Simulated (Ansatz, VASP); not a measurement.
## C: VASP beside Ansatz

```
C
1.0
     2.14113   -2.41266    0.00000
     2.14113    2.41266    0.00000
     0.00000    0.00000    4.24418
C
8
Cartesian
  3.2117 0.0000 3.5146
  3.2117 0.0000 0.7296
  1.0706 0.0000 3.5146
  1.0706 0.0000 0.7296
  2.8707 -1.2063 1.4724
  1.4115 1.2063 2.7718
  1.4115 -1.2063 1.4724
  2.8707 1.2063 2.7718
```

Alike in both runs: task single point; functional PBE; k mesh 6 × 6 × 4; occupations gaussian, width 0.1 eV; collinear spin.

|  | VASP | Ansatz |
| --- | --- | --- |
| version | VASP 6.6.1 | Ansatz 0.2.0 |
| potentials or method | VASP PAW PBE potentials, release 64 (C), cutoff 520 eV | scalar-relativistic, plane waves, PAW |
| valence electrons in the cell | 32 | 32 |

```tsv
	VASP	Ansatz	Ansatz less VASP
gap on the k mesh at the Fermi level (eV)	none	none	-
rms of the force components (eV/Å)	1.646	1.640	-0.0056
net moment per atom (μB)	0.00	0.00	0.000
```

Atom by atom the forces differ by 0.008 eV/Å (rms over components). A gap of «none» marks a metal or a gap that the smearing closes. The functional is the same, so the differences come from potentials, cutoffs and numerics. Ansatz's warnings: seeded moment not kept.

The k mesh is coarse, so the values compare programs but aren't converged.
